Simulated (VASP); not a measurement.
# Co: single point with PBE

Crystal: Co.

```
Co
1.0
     2.42678    0.00000    0.00000
    -1.21339    2.10165    0.00000
     0.00000    0.00000    7.86020
Co
4
Cartesian
  2.4268 0.0000 7.8602
  0.0000 0.0000 3.9301
  0.0000 1.4011 1.9650
  1.2134 0.7006 5.8951
```

* Program: VASP 6.6.1
* Task: single point
* Functional: PBE
* Potentials or basis: VASP PAW PBE potentials, release 64 (Co)
* Cutoff: 520 eV
* k mesh: 16 × 16 × 5
* Occupations: fermi-dirac, width 0.05 eV
* Spin: collinear spin, ferromagnetic start
* Starting moments: [1.707, 1.707, 1.725, 1.725] μB
* Dipole correction: no
* Further INCAR settings: ALGO = Normal; EDIFF = 1e-07; NBANDS = 30

```yaml
Pressure: 20.2 GPa
Net_moment: 6.26 μB per cell
Site_moments: Co +1.56, +1.58 (each value once) μB
Valence_electrons_inside_the_program's_atomic_spheres: Co 8.44
```

Stress tensor (GPa, compression positive):
```
19.87  0.00  0.00
 0.00 19.87  0.00
 0.00  0.00 20.72
```

Levels at points of the mesh, in eV from the Fermi level:
Spin up:
```tsv
k point	band 17	band 18	band 19	band 20	band 21	band 22	band 23	band 24	band 25	band 26
(0.00, 0.00, 0.00)	-1.83	-1.46	-1.46	-1.10	-1.10	-0.65	-0.65	-0.19	7.03	15.87
(0.50, 0.00, 0.00)	-0.52	-0.43	-0.39	-0.36	0.28	1.47	2.76	3.41	7.64	7.66
```
Spin down:
```
           k point  band 12  band 13  band 14  band 15  band 16  band 17
(0.00, 0.00, 0.00)    -0.98    -0.98    -0.92    -0.92    -0.22    -0.01
(0.50, 0.00, 0.00)    -0.17    -0.13     0.53     1.24     1.28     1.31
```

It took 5.6 min on 1 thread of Oxide Virtual Turin-like Processor (shared host), peak memory 0.23 GiB.

Caveat: the cell stands under pressure.
